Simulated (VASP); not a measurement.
ZrS: single point with PBEsol

Crystal: ZrS.

```
Zr S
1.0
     0.00000    2.60568    2.60568
     2.58308    0.02260    2.58308
     2.58308    2.58308    0.02260
Zr S
1 1
Direct
  0.00000 0.00000 0.00000
  0.50000 0.50000 0.50000
```

This cell differs from its parent crystal: strain +0.0175 x Voigt [0, 0, 0, 1, 0, 0].

```
Program                : VASP 6.6.1
Task                   : single point
Functional             : PBEsol
Potentials or basis    : VASP PAW PBE potentials, release 64 (Zr_sv, S)
Cutoff                 : 520 eV
k mesh                 : 20 × 20 × 20
Occupations            : gaussian, width 0.15 eV
Spin                   : no spin polarisation
Dipole correction      : no
Further INCAR settings : ALGO = Normal; EDIFF = 1e-07; NBANDS = 16
```

```
Pressure               : 0.2 GPa
Band gap on the k mesh : zero (band 9 reaches 12.76 eV, above the bottom of band 10 at 9.74 eV)
```

Stress tensor (GPa, compression positive):
```
 0.21  0.00  0.00
 0.00  0.21 -0.52
 0.00 -0.52  0.21
```

Levels at points of the mesh, in eV from the Fermi level:
```csv
k point,band 5,band 6,band 7,band 8,band 9,band 10,band 11,band 12,band 13,band 14
"(0.00, 0.00, 0.00)",-16.03,-3.56,-3.51,-3.46,-1.56,-1.46,-1.36,-0.73,-0.73,2.22
"(0.50, 0.00, 0.00)",-14.30,-8.26,-6.15,-6.06,1.47,1.63,1.94,1.96,5.89,5.99
"(0.00, 0.50, 0.00)",-14.27,-8.26,-6.23,-6.14,1.56,1.65,1.90,2.02,5.84,6.00
"(0.50, 0.50, 0.00)",-15.14,-6.32,-4.47,-4.47,-3.68,0.54,2.52,2.56,3.06,3.67
"(0.00, 0.50, 0.50)",-15.14,-6.32,-4.55,-4.40,-3.68,0.54,2.56,2.56,3.02,3.67
```

Run time: 12 min on 1 thread of Intel(R) Xeon(R) Platinum 8259CL CPU @ 2.50GHz (Skylake/Cascade Lake), on a shared host, peak memory 0.68 GiB.

Caveat: the cell differs from its parent crystal (strain +0.0175 x Voigt [0, 0, 0, 1, 0, 0]); the PAW data sets were made with another functional, which shifts forces and pressure a little.
